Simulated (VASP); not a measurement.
# Ba3OsPd in VASP: a series of runs

Ba3OsPd is run at these levels: PBE; tasks: single point, relaxation of cell and atoms.

All numbers are computed with VASP 6.6.1; they aren't measurements. Logs are shortened: lines on timing, memory, paths and dates and some standing lists are left out, and cuts for length are marked.

### Step 1. The cell of the first run

The structure is tetragonal, space group P4/mmm (No. 123). The conventional cell has a = 4.938 Å, b = 4.938 Å, c = 4.961 Å, α = 90.00°, β = 90.00°, γ = 90.00°. Ba (site symmetry 4/mmm) has 2 Pd at 2.48 Å within 3.3 Å. Ba (site symmetry mmm) has 2 Pd at 2.47 Å within 3.3 Å. Pd (site symmetry 4/mmm) has 6 Ba at 2.47 to 2.48 Å within 3.3 Å. Os (site symmetry 4/mmm) has 12 Ba at 3.49 to 3.50 Å and 8 Pd at 4.28 Å within 4.6 Å.

### Step 2. Single point, PBE

The input, INCAR:

```
PREC = Accurate
ENCUT = 540
EDIFF = 1E-6
ISMEAR = 0
SIGMA = 0.1
LREAL = F
LASPH = T
NELM = 120
ALGO = Normal
ISIF = 2
LWAVE = F
LCHARG = F
GGA = PE
NBANDS = 40
GGA_COMPAT = F
```

The input, KPOINTS:

```
Automatic mesh
0
Gamma
  4 4 4
```

The input, POSCAR:

```
Ba3OsPd
1.0
    4.9384724157      0.0000000000      0.0000000000
    0.0000000000      4.9384724157      0.0000000000
    0.0000000000      0.0000000000      4.9609435887
Ba Pd Os
3 1 1
Direct
    0.5000000000      0.5000000000      0.0000000000
    0.5000000000      0.0000000000      0.5000000000
    0.0000000000      0.5000000000      0.5000000000
    0.5000000000      0.5000000000      0.5000000000
    0.0000000000      0.0000000000      0.0000000000
```

Potentials or basis: VASP PAW PBE potentials, release 64 (Ba_sv, Pd_sv_GW, Os_sv_GW).

On the command line:

```sh
$ cat potpaw_PBE.64/Ba_sv/POTCAR potpaw_PBE.64/Pd_sv_GW/POTCAR potpaw_PBE.64/Os_sv_GW/POTCAR > POTCAR
$ mpirun -np 1 vasp_std > vasp.out
```

OUTCAR:

```text
PREC = Accurate
   ENCUT = 540
   EDIFF = 1E-6
   ISMEAR = 0
   LREAL = F
   LASPH = T
   NELM = 120
   ISIF = 2
   GGA = PE

 ion  position               nearest neighbor table
   1  0.500  0.500  0.000-   4 2.48   4 2.48   5 3.49   5 3.49   5 3.49   5 3.49   2 3.50   2 3.50
                             3 3.50   2 3.50   3 3.50   2 3.50   3 3.50   3 3.50
   2  0.500  0.000  0.500-   4 2.47   4 2.47   3 3.49   3 3.49   3 3.49   3 3.49   1 3.50   1 3.50
                             5 3.50   1 3.50   1 3.50   5 3.50   5 3.50   5 3.50
   3  0.000  0.500  0.500-   4 2.47   4 2.47   2 3.49   2 3.49   2 3.49   2 3.49   1 3.50   5 3.50
                             5 3.50   1 3.50   5 3.50   1 3.50   1 3.50   5 3.50
   4  0.500  0.500  0.500-   2 2.47   3 2.47   2 2.47   3 2.47   1 2.48   1 2.48
   5  0.000  0.000  0.000-   1 3.49   1 3.49   1 3.49   1 3.49   3 3.50   2 3.50   3 3.50   3 3.50
                             3 3.50   2 3.50   2 3.50   2 3.50

  LATTYP: Found a simple tetragonal cell.
 ALAT       =     4.9384724157
 C/A-ratio  =     1.0045502275

  Lattice vectors:

 A1 = (   4.9384724157,   0.0000000000,   0.0000000000)
 A2 = (   0.0000000000,   4.9384724157,   0.0000000000)
 A3 = (   0.0000000000,   0.0000000000,   4.9609435887)

Analysis of symmetry for initial positions (statically):
=====================================================================
 Subroutine PRICEL returns:
 Original cell was already a primitive cell.

 Routine SETGRP: Setting up the symmetry group for a
 simple tetragonal supercell.

 Subroutine GETGRP returns: Found 16 space group operations
 (whereof 16 operations were pure point group operations)
 out of a pool of 16 trial point group operations.

The static configuration has the point symmetry D_4h.

Analysis of symmetry for dynamics (positions and initial velocities):
=====================================================================
 Subroutine PRICEL returns:
 Original cell was already a primitive cell.

 Routine SETGRP: Setting up the symmetry group for a
 simple tetragonal supercell.

 Subroutine GETGRP returns: Found 16 space group operations
 (whereof 16 operations were pure point group operations)
 out of a pool of 16 trial point group operations.

The dynamic configuration has the point symmetry D_4h.

 Subroutine INISYM returns: Found 16 space group operations
 (whereof 16 operations are pure point group operations),
 and found     1 'primitive' translations

----------------------------------------------------------------------------------------

                                     Primitive cell

  volume of cell :     120.9900

  direct lattice vectors                    reciprocal lattice vectors
     4.938472416  0.000000000  0.000000000     0.202491766  0.000000000  0.000000000
     0.000000000  4.938472416  0.000000000     0.000000000  0.202491766  0.000000000
     0.000000000  0.000000000  4.960943589     0.000000000  0.000000000  0.201574556

  length of vectors
     4.938472416  4.938472416  4.960943589     0.202491766  0.202491766  0.201574556

  position of ions in fractional coordinates (direct lattice)
     0.500000000  0.500000000  0.000000000
     0.500000000  0.000000000  0.500000000
     0.000000000  0.500000000  0.500000000
     0.500000000  0.500000000  0.500000000
     0.000000000  0.000000000  0.000000000

  ion indices of the primitive-cell ions
   primitive index   ion index
                 1           1
                 2           2
                 3           3
                 4           4
                 5           5

----------------------------------------------------------------------------------------

 KPOINTS: Automatic mesh

Automatic generation of k-mesh.
 Grid dimensions read from file:
 generate k-points for:    4    4    4

 Generating k-lattice:

  Cartesian coordinates                     Fractional coordinates (reciprocal lattice)
     0.050622941  0.000000000  0.000000000     0.250000000  0.000000000  0.000000000
     0.000000000  0.050622941  0.000000000     0.000000000  0.250000000  0.000000000
     0.000000000  0.000000000  0.050393639     0.000000000  0.000000000  0.250000000

  Length of vectors
     0.050622941  0.050622941  0.050393639

  Shift w.r.t. Gamma in fractional coordinates (k-lattice)
     0.000000000  0.000000000  0.000000000

 Subroutine IBZKPT returns following result:
 ===========================================

 Found     18 irreducible k-points:

 Following reciprocal coordinates:
            Coordinates               Weight
  0.000000  0.000000  0.000000      1.000000
  0.250000  0.000000  0.000000      4.000000
  0.500000  0.000000  0.000000      2.000000
  0.250000  0.250000  0.000000      4.000000
  0.500000  0.250000  0.000000      4.000000
  0.500000  0.500000  0.000000      1.000000
[... 10 lines left out ...]
  0.500000  0.250000  0.500000      4.000000
  0.500000  0.500000  0.500000      1.000000
[... 41 lines left out ...]
  Thomas-Fermi vector in A             =   2.453558
   LORBIT       =      0    0 simple, 1 ext, 2 COOP (PROOUT), +10 PAW based schemes
   GGA     = PE    functional components
   LHFCALC =     F    Hartree Fock is set to
   AEXX    =    0.0000 exact exchange contribution
   IVDW    =     0    specifies the selected vdW correction
   LEPSILON=     F    determine dielectric tensor
   LRPA    =     F    only Hartree local field effects (RPA)
 non-spin polarized calculation
 Gauss-broadening in eV      SIGMA  =   0.10
  energy-cutoff  :      540.00
  volume of cell :      120.99
 maximum number of plane-waves:      3468
 NGX is ok and might be reduce to    40
   NGX = 19   NGY = 19   NGZ = 19

 number of electron      64.0000004 magnetization

 Free energy of the ion-electron system (eV)
  ---------------------------------------------------
  ext. energy  EPLUGINS =         0.00000000
  ---------------------------------------------------
  free energy    TOTEN  =       -11.51407595 eV

  energy without entropy =      -11.49247208  energy(sigma->0) =      -11.50327401

 E-fermi :   6.1723     XC(G=0): -10.9679

 val. band max:        6.1448270483   @ k =   0.5000   0.0000   0.5000
 cond. band min:       6.1861332779   @ k =   0.5000   0.0000   0.5000
 fundamental gap:      0.0413062296
 Fermi energy:         6.1723215854

 k-point     1 :       0.0000    0.0000    0.0000
  band No.  band energies     occupation
      1     -81.2106      2.00000
      2     -78.1824      2.00000
      3     -47.1330      2.00000
      4     -47.1330      2.00000
      5     -47.1151      2.00000
      6     -37.5934      2.00000
[... 32 lines left out ...]
     39      10.7000      0.00000
     40      10.7000      0.00000

 k-point     2 :       0.2500    0.0000    0.0000
  band No.  band energies     occupation
      1     -81.2104      2.00000
      2     -78.1827      2.00000
      3     -47.1352      2.00000
      4     -47.1333      2.00000
      5     -47.1154      2.00000
      6     -37.5938      2.00000
[... 32 lines left out ...]
     39       9.2952      0.00000
     40       9.9255      0.00000

 k-point     3 :       0.5000    0.0000    0.0000
  band No.  band energies     occupation
      1     -81.2103      2.00000
      2     -78.1827      2.00000
      3     -47.1369      2.00000
      4     -47.1333      2.00000
      5     -47.1156      2.00000
      6     -37.5940      2.00000
[... 32 lines left out ...]
     39       8.6738      0.00000
     40       9.4362      0.00000

 k-point     4 :       0.2500    0.2500    0.0000
  band No.  band energies     occupation
      1     -81.2103      2.00000
      2     -78.1827      2.00000
      3     -47.1352      2.00000
      4     -47.1351      2.00000
      5     -47.1154      2.00000
      6     -37.5938      2.00000
[... 32 lines left out ...]
     39       9.2292      0.00000
     40      10.1419      0.00000
[... 514 lines left out ...]
     39       8.7367      0.00000
     40       8.9829      0.00000

 k-point    17 :       0.5000    0.2500    0.5000
  band No.  band energies     occupation
      1     -81.2098      2.00000
      2     -78.1826      2.00000
      3     -47.1371      2.00000
      4     -47.1350      2.00000
      5     -47.1189      2.00000
      6     -37.5940      2.00000
[... 32 lines left out ...]
     39       8.6738      0.00000
     40       8.7628      0.00000

 k-point    18 :       0.5000    0.5000    0.5000
  band No.  band energies     occupation
      1     -81.2096      2.00000
      2     -78.1826      2.00000
      3     -47.1370      2.00000
      4     -47.1370      2.00000
      5     -47.1188      2.00000
      6     -37.5939      2.00000
[... 32 lines left out ...]
     39       9.4420      0.00000
     40       9.4420      0.00000

------------------------ aborting loop because EDIFF is reached ----------------------------------------

  FORCE on cell =-STRESS in cart. coord.  units (eV):
  Direction    XX          YY          ZZ          XY          YZ          ZX
  --------------------------------------------------------------------------------------
  -------------------------------------------------------------------------------------
  Total       27.8797928     27.8797928     27.2082162      0.0000000      0.0000000      0.0000000
  in kB      369.1905454    369.1905454    360.2973760      0.0000000      0.0000000      0.0000000
  external PRESSURE =     366.2261556 kB  Pullay stress =       0.0000000 kB

 VOLUME and BASIS-vectors are now :
 -----------------------------------------------------------------------------
  energy-cutoff  :      540.00
  volume of cell :      120.99
      direct lattice vectors                 reciprocal lattice vectors
     4.938472416  0.000000000  0.000000000     0.202491766  0.000000000  0.000000000
     0.000000000  4.938472416  0.000000000     0.000000000  0.202491766  0.000000000
     0.000000000  0.000000000  4.960943589     0.000000000  0.000000000  0.201574556

 POSITION                                       TOTAL-FORCE (eV/Angst)
 -----------------------------------------------------------------------------------
      2.46924      2.46924      0.00000         0.000000      0.000000      0.000000
      2.46924      0.00000      2.48047         0.000000      0.000000      0.000000
      0.00000      2.46924      2.48047         0.000000      0.000000      0.000000
      2.46924      2.46924      2.48047         0.000000      0.000000      0.000000
      0.00000      0.00000      0.00000         0.000000      0.000000      0.000000
 -----------------------------------------------------------------------------------
    total drift:                               -0.000000      0.000000     -0.000000

  FREE ENERGIE OF THE ION-ELECTRON SYSTEM (eV)
  ---------------------------------------------------
  free  energy   TOTEN  =       -11.5140759484 eV

  energy  without entropy=      -11.4924720787  energy(sigma->0) =      -11.50327401
```

It took 1.9 min on 1 thread of Intel Xeon Platinum 8488C (Sapphire Rapids), shared host; peak memory 0.32 GiB.

Results:

| Property | Result |
| --- | --- |
| Free energy | -11.5141 eV |
| Pressure | 36.6 GPa |
| Band gap on the k mesh | zero (bands 32 and 33 overlap by 0.42 eV) |

Levels at points of the mesh, in eV from the Fermi level:
```tsv
k point	band 30	band 31	band 32	band 33	band 34	band 35
(0.00, 0.00, 0.00)	-1.10	-1.10	-1.10	2.63	2.67	2.72
(0.50, 0.00, 0.00)	-0.26	-0.25	-0.20	0.22	1.35	1.38
(0.50, 0.50, 0.00)	-0.22	-0.13	-0.13	-0.07	0.02	0.83
(0.00, 0.00, 0.50)	-0.27	-0.27	-0.21	0.14	1.38	1.38
(0.50, 0.00, 0.50)	-0.21	-0.15	-0.12	-0.03	0.01	0.80
(0.50, 0.50, 0.50)	-0.28	-0.26	0.08	0.12	0.12	2.02
```

Caveat: the cell stands under pressure; spin-orbit coupling is left out, which moves the levels of the heavy elements.

### Step 3. Relaxation of cell and atoms, PBE

The input, INCAR:

```
SYSTEM = Ba3OsPd
PREC = Accurate
ENCUT = 600
EDIFF = 1E-6
ISMEAR = 0
SIGMA = 0.1
LREAL = .FALSE.
LASPH = .TRUE.
NELM = 60
ALGO = Normal
ISIF = 3
LWAVE = .FALSE.
LCHARG = .FALSE.
GGA = PE
IBRION = 2
NSW = 90
EDIFFG = -0.04
```

The input, KPOINTS:

```
regular mesh
0
G
  4 4 4
  0 0 0
```

POSCAR is that of step 2.

Potentials or basis: VASP PAW PBE potentials, release 64 (Ba_sv, Pd, Os).

On the command line:

```sh
$ cat potpaw_PBE.64/Ba_sv/POTCAR potpaw_PBE.64/Pd/POTCAR potpaw_PBE.64/Os/POTCAR > POTCAR
$ mpirun -np 1 vasp_std > vasp.out
```

It took 4.3 min on 1 thread of AMD EPYC 9R45 (Zen 5), shared host; peak memory 0.27 GiB.

It converged, with:

```
Free energy                           : -18.0026 eV
Relaxed volume                        : 40.86 Å³/atom
Relaxed cell                          : a = 5.888 Å, b = 5.888 Å, c = 5.892 Å, α = 90.00°, β = 90.00°, γ = 90.00°
Space group after relaxing (to 0.1 Å) : Pm-3m (No. 221)
Energy gained by relaxing             : 1227.5 meV/atom
Ionic steps                           : 5
Pressure after relaxing               : 0.1 GPa
Band gap on the k mesh                : zero (bands 24 and 25 overlap by 0.37 eV)
```

Step by step:
| step | energy change (eV) | largest force (eV/Å) | pressure (GPa) | volume (Å³) |
| --- | --- | --- | --- | --- |
| 1 | 0.0000 | 0.0000 | 37.49 | 120.99 |
| 2 | -5.6163 | 0.0000 | -3.13 | 249.68 |
| 3 | -6.1217 | 0.0000 | 0.80 | 198.12 |
| 4 | -6.1370 | 0.0000 | -0.18 | 206.30 |
| 5 | -6.1377 | 0.0000 | 0.05 | 204.29 |

Final structure:
```
Ba Pd Os
1.0
     5.88816    0.00000    0.00000
     0.00000    5.88816    0.00000
     0.00000    0.00000    5.89225
Ba Pd Os
3 1 1
Direct
  0.50000 0.50000 0.00000
  0.50000 0.00000 0.50000
  0.00000 0.50000 0.50000
  0.50000 0.50000 0.50000
  0.00000 0.00000 0.00000
```

Levels at points of the mesh, in eV from the Fermi level:
| k point | band 21 | band 22 | band 23 | band 24 | band 25 | band 26 | band 27 | band 28 |
| --- | --- | --- | --- | --- | --- | --- | --- | --- |
| (0.00, 0.00, 0.00) | -0.77 | -0.32 | -0.32 | -0.32 | 1.75 | 1.75 | 2.09 | 2.09 |
| (0.50, 0.00, 0.00) | -0.35 | -0.29 | -0.13 | -0.13 | -0.04 | 1.25 | 1.32 | 1.33 |
| (0.50, 0.50, 0.00) | -0.40 | -0.17 | -0.12 | -0.09 | -0.09 | 0.07 | 0.79 | 0.93 |
| (0.00, 0.00, 0.50) | -0.35 | -0.29 | -0.13 | -0.13 | -0.04 | 1.25 | 1.33 | 1.33 |
| (0.50, 0.00, 0.50) | -0.40 | -0.17 | -0.12 | -0.09 | -0.09 | 0.07 | 0.79 | 0.93 |
| (0.50, 0.50, 0.50) | -1.05 | -0.01 | -0.01 | 0.28 | 0.29 | 0.29 | 0.68 | 1.62 |

Caveat: the volume moved by over 15 % at a fixed basis, so the end points are rough; spin-orbit coupling is left out, which moves the levels of the heavy elements.

### Step 4. Relaxation of cell and atoms, PBE

This run uses another cell than the first one, of 39.82 Å³/atom.

The input, INCAR:

```
SYSTEM = Ba3OsPd
ALGO = Fast
EDIFF = 1E-6
EDIFFG = -0.01
ENCUT = 600
GGA = PE
IBRION = 2
ISIF = 3
ISMEAR = 0
LASPH = .True.
LCHARG = .False.
LREAL = .False.
LWAVE = .False.
NELM = 100
NSW = 100
PREC = Accurate
SIGMA = 0.1
```

The input, KPOINTS:

```
k-points
0
Gamma
  6 6 6
  0 0 0
```

Changes to POSCAR since step 3:

```diff
@@ -2,5 +2,5 @@
 1.0
-    4.9384724157      0.0000000000      0.0000000000
-    0.0000000000      4.9384724157      0.0000000000
-    0.0000000000      0.0000000000      4.9609435887
+    5.8393336013      0.0000000000      0.0000000000
+    0.0000000000      5.8393336013      0.0000000000
+    0.0000000000      0.0000000000      5.8393336013
 Ba Pd Os
```

On the command line:

```sh
$ cat potpaw_PBE.64/Ba_sv/POTCAR potpaw_PBE.64/Pd/POTCAR potpaw_PBE.64/Os/POTCAR > POTCAR
$ mpirun -np 1 vasp_std > vasp.out
```

Run time: 5.9 min. Hardware: 1 thread of AMD EPYC 9R45 (Zen 5), shared host; peak memory 0.42 GiB.

It converged, with:

| Property | Result |
| --- | --- |
| Free energy | -18.0391 eV |
| Relaxed volume | 40.73 Å³/atom |
| Relaxed cell | a = 5.883 Å, b = 5.883 Å, c = 5.883 Å, α = 90.00°, β = 90.00°, γ = 90.00° |
| Space group after relaxing (to 0.1 Å) | Pm-3m (No. 221) |
| Energy gained by relaxing | 1.5 meV/atom |
| Ionic steps | 3 |
| Pressure after relaxing | 0.0 GPa |
| Band gap on the k mesh | zero (bands 24 and 25 overlap by 0.36 eV) |

Step by step:
| step | energy change (eV) | largest force (eV/Å) | pressure (GPa) | volume (Å³) |
| --- | --- | --- | --- | --- |
| 1 | 0.0000 | 0.0000 | 0.53 | 199.11 |
| 2 | -0.0071 | 0.0000 | 0.07 | 202.94 |
| 3 | -0.0073 | 0.0000 | -0.01 | 203.63 |

Final structure:
```
Ba Pd Os
1.0
     5.88316    0.00000    0.00000
     0.00000    5.88316    0.00000
     0.00000    0.00000    5.88316
Ba Pd Os
3 1 1
Direct
  0.50000 0.50000 0.00000
  0.50000 0.00000 0.50000
  0.00000 0.50000 0.50000
  0.50000 0.50000 0.50000
  0.00000 0.00000 0.00000
```

Levels at points of the mesh, in eV from the Fermi level:
```csv
k point,band 20,band 21,band 22,band 23,band 24,band 25,band 26,band 27,band 28
"(0.00, 0.00, 0.00)",-0.81,-0.81,-0.35,-0.35,-0.35,1.73,1.73,2.05,2.05
"(0.50, 0.00, 0.00)",-0.41,-0.39,-0.31,-0.15,-0.15,-0.06,1.21,1.29,1.29
"(0.50, 0.50, 0.00)",-0.44,-0.44,-0.19,-0.15,-0.10,-0.10,0.06,0.75,0.89
"(0.50, 0.50, 0.50)",-1.09,-1.09,-0.03,-0.03,0.26,0.26,0.26,0.65,1.59
```

Caveat: spin-orbit coupling is left out, which moves the levels of the heavy elements.

### Step 5. Summary

| task | potentials or basis | cell | k mesh | cutoff (eV) | gap on the mesh (eV) | pressure (GPa) | relaxed volume (Å³/atom) |
| --- | --- | --- | --- | --- | --- | --- | --- |
| single point | VASP PAW PBE potentials, release 64 (Ba_sv, Pd_sv_GW, Os_sv_GW) | a = 4.938, b = 4.938, c = 4.961 Å, 5 atoms | 4 × 4 × 4 | 540 | none | 36.6 | - |
| relaxation of cell and atoms | VASP PAW PBE potentials, release 64 (Ba_sv, Pd, Os) | relaxed from a = 4.938, b = 4.938, c = 4.961 Å, 5 atoms | 4 × 4 × 4 | 600 | none | 0.1 | 40.86 |
| relaxation of cell and atoms | VASP PAW PBE potentials, release 64 (Ba_sv, Pd, Os) | relaxed from a = 5.839 Å, 5 atoms | 6 × 6 × 6 | 600 | none | 0.0 | 40.73 |

Alike in all rows: level PBE; no spin polarisation; smearing gaussian 0.1 eV.

Caveats: spin-orbit coupling is left out, which moves the levels of the heavy elements; the cell stands under pressure (at least some runs); the volume moved by over 15 % at a fixed basis, so the end points are rough (at least some runs).

Absolute energies hang on the potentials; compare differences alone.
